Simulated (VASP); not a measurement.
Ti6H, 7 atoms in the cell. The cell holds a slab with vacuum, 7 atoms: a = 2.938 Å, b = 4.650 Å, c = 21.284 Å, α = 90.00°, β = 90.00°, γ = 90.00°. 

* Program: VASP 6.6.1
* Task: single point
* Functional: PBE
* Potentials or basis: VASP PAW PBE potentials, release 64 (Ti_sv, H)
* Cutoff: 520 eV
* k mesh: 9 × 6 × 1
* Occupations: gaussian, width 0.1 eV
* Spin: no spin polarisation
* Dipole correction: yes
* Further INCAR settings: ALGO = Normal; EDIFF = 1e-06; NBANDS = 46

Potentials or basis: VASP PAW PBE potentials, release 64 (Ti_sv, H).

Run with:

```sh
$ cat potpaw_PBE.64/Ti_sv/POTCAR potpaw_PBE.64/H/POTCAR > POTCAR
$ mpirun -np 1 vasp_std > vasp.out
```

Hardware: 1 thread of Intel Xeon 8259CL (shared host).

Q: How long does it take, and how much memory?

A: Run time: 16 min on 1 thread of Intel Xeon 8259CL (shared host), peak memory 0.46 GiB. Counts: scf iterations 31, k points 20.
